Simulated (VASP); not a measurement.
# As in VASP: a series of runs, part 2 of 2

VASP 6.6.1. Earlier steps stand in the parts before.

### 4 Electric field gradients, LDA (shortest bond scaled by 0.94)

INCAR

```
SYSTEM = As
PREC = Accurate
ENCUT = 520
EDIFF = 1E-8
ISMEAR = -1
SIGMA = 0.05
LREAL = .False.
LASPH = .True.
NELM = 60
ALGO = Normal
ISIF = 2
LWAVE = .False.
LCHARG = .False.
GGA = CA
LEFG = .True.
NBANDS = 12
```

KPOINTS

```
regular mesh
0
Gamma
  9 9 9
  0 0 0
```

POSCAR

```
As
1.0
    0.0000000000      2.8744485395      2.8744485395
    2.8744485395      0.0000000000      2.8744485395
    2.8744485395      2.8744485395      0.0000000000
As
2
Direct
   -0.1475000000     -0.1175000000     -0.1175000000
    0.1475000000      0.1175000000      0.1175000000
```

Potentials or basis: VASP PAW LDA potentials, release 64 (As).

Command:

```
> cat potpaw_LDA.64/As/POTCAR > POTCAR
> mpirun -np 1 vasp_std > vasp.out
```

OUTCAR:

```text
SYSTEM = As
   PREC = Accurate
   ENCUT = 520
   EDIFF = 1E-8
   ISMEAR = -1
   LREAL = .False.
   LASPH = .True.
   NELM = 60
   ISIF = 2
   GGA = CA

 ion  position               nearest neighbor table
   1  0.852  0.883  0.883-   2 2.34   2 2.54   2 2.54   2 2.54
   2  0.148  0.117  0.117-   1 2.34   1 2.54   1 2.54   1 2.54

  LATTYP: Found a face centered cubic cell.
 ALAT       =     5.7488970790

  Lattice vectors:

 A1 = (   0.0000000000,   2.8744485395,   2.8744485395)
 A2 = (   2.8744485395,   0.0000000000,   2.8744485395)
 A3 = (   2.8744485395,   2.8744485395,   0.0000000000)

Analysis of symmetry for initial positions (statically):
=====================================================================
 Subroutine PRICEL returns:
 Original cell was already a primitive cell.

 Routine SETGRP: Setting up the symmetry group for a
 face centered cubic supercell.

 Subroutine GETGRP returns: Found 12 space group operations
 (whereof  4 operations were pure point group operations)
 out of a pool of 48 trial point group operations.

The static configuration has the point symmetry C_2h.
 The point group associated with its full space group is D_3d.

Analysis of symmetry for dynamics (positions and initial velocities):
=====================================================================
 Subroutine PRICEL returns:
 Original cell was already a primitive cell.

 Routine SETGRP: Setting up the symmetry group for a
 face centered cubic supercell.

 Subroutine GETGRP returns: Found 12 space group operations
 (whereof  4 operations were pure point group operations)
 out of a pool of 48 trial point group operations.

The dynamic configuration has the point symmetry C_2h.
 The point group associated with its full space group is D_3d.

[... 167 lines left out ...]
     12      14.1385      0.00000
[... 331 lines left out ...]
 k-point    24 :       0.0000   -0.3333    0.1111
  band No.  band energies     occupation
      1      -9.2596      2.00000
      2      -4.5832      2.00000
      3      -0.1434      2.00000
      4       0.9526      2.00000
      5       2.8671      2.00000
      6       5.7919      0.00000
      7       7.0271      0.00000
      8       8.5547      0.00000
      9      11.4856      0.00000
     10      11.8273      0.00000
     11      13.7622      0.00000
     12      14.5030      0.00000

 [... further k-points ...]
[... 5 lines left out ...]
  --------------------------------------------------------------------------------------
  -------------------------------------------------------------------------------------
  Total        2.4611122      2.4611122      2.4611122     -1.0687400      1.0687400     -1.0687400
  in kB       83.0134342     83.0134342     83.0134342    -36.0486518     36.0486518    -36.0486518
  external PRESSURE =      83.0134342 kB  Pullay stress =       0.0000000 kB

 VOLUME and BASIS-vectors are now :
 -----------------------------------------------------------------------------
  energy-cutoff  :      520.00
  volume of cell :       47.50
      direct lattice vectors                 reciprocal lattice vectors
     0.000000000  2.874448539  2.874448539    -0.173946409  0.173946409  0.173946409
     2.874448539  0.000000000  2.874448539     0.173946409 -0.173946409  0.173946409
     2.874448539  2.874448539  0.000000000     0.173946409  0.173946409 -0.173946409

 POSITION                                       TOTAL-FORCE (eV/Angst)
 -----------------------------------------------------------------------------------
      5.07340      4.98717      4.98717        -0.550791      0.550791      0.550791
      0.67550      0.76173      0.76173         0.550791     -0.550791     -0.550791
 -----------------------------------------------------------------------------------
    total drift:                                0.000000      0.000000      0.000000

  FREE ENERGIE OF THE ION-ELECTRON SYSTEM (eV)
  ---------------------------------------------------
  free  energy   TOTEN  =        -9.7703007920 eV

  energy  without entropy=       -9.7592119517  energy(sigma->0) =       -9.76475637

 Electric field gradients (V/A^2)
---------------------------------------------------------------------
 ion       V_xx      V_yy      V_zz      V_xy      V_xz      V_yz
---------------------------------------------------------------------
   1       0.000    -0.000    -0.000     4.736     4.736    -4.735
   2       0.000    -0.000    -0.000     4.736     4.736    -4.735
---------------------------------------------------------------------

 Electric field gradients after diagonalization (V/A^2)
 (convention: |V_zz| > |V_xx| > |V_yy|)
----------------------------------------------------------------------
 ion       V_xx      V_yy      V_zz     asymmetry (V_yy - V_xx)/ V_zz
----------------------------------------------------------------------
   1       4.736     4.735    -9.472       0.000
   2       4.736     4.735    -9.472       0.000
----------------------------------------------------------------------

           NMR quadrupolar parameters

 Cq : quadrupolar parameter    Cq=e*Q*V_zz/h
 eta: asymmetry parameters     (V_yy - V_xx)/ V_zz
 Q  : nuclear electric quadrupole moment in mb (millibarn)
----------------------------------------------------------------------
 ion       Cq(MHz)       eta       Q (mb)
----------------------------------------------------------------------
   1      -0.023       0.000       1.000
   2      -0.023       0.000       1.000
----------------------------------------------------------------------
```

OSZICAR:

```text
N       E                     dE             d eps       ncg     rms          rms(c)
DAV:   1     0.253700773615E+02    0.25370E+02   -0.39882E+03  2040   0.681E+02
DAV:   2    -0.823583912229E+01   -0.33606E+02   -0.32058E+02  2800   0.103E+02
DAV:   3    -0.983643470883E+01   -0.16006E+01   -0.15802E+01  2588   0.231E+01
DAV:   4    -0.984630768386E+01   -0.98730E-02   -0.98719E-02  2216   0.209E+00
DAV:   5    -0.984634559575E+01   -0.37912E-04   -0.37911E-04  2532   0.138E-01    0.494E+00
DAV:   6    -0.979290015283E+01    0.53445E-01   -0.24788E-02  2220   0.769E-01    0.293E+00
DAV:   7    -0.977056765172E+01    0.22333E-01   -0.39331E-02  2280   0.988E-01    0.131E-01
DAV:   8    -0.977030455191E+01    0.26310E-03   -0.17903E-03  2168   0.234E-01    0.325E-02
DAV:   9    -0.977030058833E+01    0.39636E-05   -0.32737E-05  2444   0.370E-02    0.144E-02
DAV:  10    -0.977030072888E+01   -0.14056E-06   -0.22777E-06  2332   0.852E-03    0.370E-03
DAV:  11    -0.977030080795E+01   -0.79070E-07   -0.34149E-07  2284   0.338E-03    0.647E-04
DAV:  12    -0.977030079141E+01    0.16545E-07   -0.55308E-08  2252   0.117E-03    0.179E-04
DAV:  13    -0.977030079202E+01   -0.60874E-09   -0.25916E-09  1164   0.317E-04
   1 F= -.97703008E+01 E0= -.97647564E+01  d E =-.110888E-01
```

stdout:

```text
POSCAR found type information on POSCAR As
 POSCAR found :  1 types and       2 ions
 scaLAPACK will be used
 LDA part: xc-table for (Slater(with rela. corr.)+CA(PZ))
 , standard interpolation
 POSCAR, INCAR and KPOINTS ok, starting setup
 FFT: planning ... GRIDC
 FFT: planning ... GRID_SOFT
 FFT: planning ... GRID
 WAVECAR not read
 entering main loop
ion   1

ion   2
```

It took 41 s on 1 thread of Intel Xeon Platinum 8259CL at 2.50GHz (Skylake/Cascade Lake), shared host; peak memory 0.16 GiB.

Results:

- Free energy: -9.7703 eV
- Pressure: 8.3 GPa
- Largest force: 0.954 eV/Å
- Band gap on the k mesh: zero (bands 5 and 6 overlap by 1.51 eV)
- Largest electric field gradient by atom: As -9.5 V/Å²

Forces on the atoms (eV/Å):
```
As  -0.551  0.551  0.551
As   0.551 -0.551 -0.551
```

Stress tensor (GPa, compression positive):
```
 8.30 -3.60 -3.60
-3.60  8.30  3.60
-3.60  3.60  8.30
```

Levels at points of the mesh, in eV from the Fermi level:
| k point | band 2 | band 3 | band 4 | band 5 | band 6 | band 7 | band 8 | band 9 |
| --- | --- | --- | --- | --- | --- | --- | --- | --- |
| (0.00, 0.00, 0.00) | -5.02 | -3.33 | -2.04 | -2.04 | 0.09 | 0.09 | 1.18 | 4.81 |

Electric field gradients, principal values (V/Å²):
| atom | least | middle | greatest (by size) |
| --- | --- | --- | --- |
| 1 As | 4.735 | 4.736 | -9.472 |
| 2 As | 4.735 | 4.736 | -9.472 |

Caveat: the cell differs from its parent crystal (shortest bond scaled by 0.94); the cell stands under pressure; without QUAD_EFG the Cq values of the log hold for a quadrupole moment of 1 mb, not for the nuclei.
